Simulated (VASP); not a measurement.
C, a slab with vacuum:

```
CELL_PARAMETERS angstrom
2.45617 0.00000 0.00000
-1.22809 2.12711 0.00000
0.00000 0.00000 8.52380
ATOMIC_POSITIONS crystal
C 0.33333 0.66667 0.00000
C 0.66667 0.33333 0.00000
```

Base run:

```yaml
Program: VASP 6.6.1
Functional: PBEsol
Potentials_or_basis: VASP PAW PBE potentials, release 64 (C)
Cutoff: 520 eV
k_mesh: 9 × 9 × 3
Occupations: methfessel-paxton, width 0.1 eV
Spin: no spin polarisation
```

Its results: band gap on the k mesh zero (filled and empty bands touch).

Question: After a change of settings the same cell gave: band gap on the k mesh 4.04 eV, direct. Which change was it?
A. k mesh from 9 × 9 × 3 to 4 × 4 × 1
B. k mesh from 9 × 9 × 3 to 6 × 6 × 2; further incar settings from ALGO = Normal; EDIFF = 1e-06; NBANDS = 11 to ALGO = Normal; EDIFF = 1e-07; NBANDS = 11
C. k mesh from 9 × 9 × 3 to 5 × 5 × 2; further incar settings from ALGO = Normal; EDIFF = 1e-06; NBANDS = 11 to ALGO = Normal; EDIFF = 1e-07; NBANDS = 11
D. k mesh from 9 × 9 × 3 to 8 × 8 × 2; further incar settings from ALGO = Normal; EDIFF = 1e-06; NBANDS = 11 to ALGO = Normal; EDIFF = 1e-07; NBANDS = 11

Answer: A.

Caveats: some runs use coarse meshes.
